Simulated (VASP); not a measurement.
**GaSb: single point with r2SCAN**

Crystal: GaSb.

```
CELL_PARAMETERS angstrom
0.00000 3.06588 3.06588
2.97022 0.00000 3.06588
2.97022 3.06588 0.00000
ATOMIC_POSITIONS crystal
Ga 0.00000 0.00000 0.00000
Sb 0.25000 0.25000 0.25000
```

This cell differs from its parent crystal: uniaxial x strain -3.1%.

```
Program                : VASP 6.6.1
Task                   : single point
Functional             : r2SCAN
Potentials or basis    : VASP PAW PBE potentials, release 64 (Ga_d, Sb_d_GW)
Cutoff                 : 550 eV
k mesh                 : 8 × 8 × 8
Occupations            : fermi-dirac, width 0.02 eV
Spin                   : no spin polarisation
Dipole correction      : no
Further INCAR settings : ALGO = Normal; EDIFF = 1e-06; NBANDS = 21
```

```json
{
 "Pressure": "1.8 GPa",
 "Band gap on the k mesh": "0.51 eV"
}
```

Stress tensor (GPa, compression positive):
```
2.82 0.00 0.00
0.00 1.32 0.00
0.00 0.00 1.32
```

Levels at points of the mesh, in eV from the valence-band top:
```csv
k point,band 10,band 11,band 12,band 13,band 14,band 15,band 16,band 17,band 18,band 19
"(0.00, 0.00, 0.00)",-15.60,-12.24,-0.19,-0.19,0.00,0.51,2.79,2.90,2.90,6.28
"(0.50, 0.00, 0.00)",-15.60,-10.45,-6.83,-1.50,-1.25,0.61,3.81,4.02,6.81,9.94
"(0.50, 0.50, 0.00)",-15.60,-9.57,-7.33,-2.85,-2.82,1.07,1.39,9.26,9.31,10.80
"(0.00, 0.50, 0.50)",-15.60,-9.45,-7.17,-3.04,-3.04,0.80,1.18,9.36,9.36,10.96
```

Run time: 5.4 min on 1 thread of AMD EPYC 7R13 Processor (Zen 3), with other jobs on the host, peak memory 0.25 GiB.

Caveat: the cell differs from its parent crystal (uniaxial x strain -3.1%); semilocal functionals underestimate gaps, and a narrow one can read as zero; the PAW data sets were made with another functional, which shifts forces and pressure a little; spin-orbit coupling is left out, which moves the levels of the heavy elements. A k mesh can miss the band edges.
